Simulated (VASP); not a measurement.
Crystal: GaP.

```
Ga P
1.0
     1.94302    1.12180    6.43081
    -1.94302    1.12180    6.43081
     0.00000   -2.24360    6.43081
Ga P
2 2
Direct
  0.43537 0.43537 0.43537
  0.56463 0.56463 0.56463
  0.05739 0.05739 0.05739
  0.94261 0.94261 0.94261
```

Base run:

- Program: VASP 6.6.1
- Functional: PBEsol
- Potentials or basis: VASP PAW PBE potentials, release 64 (Ga_d, P)
- Cutoff: 520 eV
- k mesh: 6 × 6 × 6
- Occupations: gaussian, width 0.01 eV
- Spin: no spin polarisation

Its results: band gap on the k mesh 0.74 eV (least direct gap 1.02 eV); pressure -2.8 GPa; largest force 0.090 eV/Å.

Task: The run is repeated on the same cell with these changes: functional from PBEsol to BLYP; further incar settings from ALGO = Normal; EDIFF = 1e-06; NBANDS = 26 to ALGO = Normal; EDIFF = 1e-07; NBANDS = 26. What comes out?

Result: Band gap on the k mesh 0.95 eV (least direct gap 1.19 eV); pressure 3.8 GPa; largest force 0.150 eV/Å.

Caveats: the PAW data sets were made with another functional, which shifts forces and pressure a little; the cell stands under pressure (at least some runs).

A k mesh can miss the band edges.
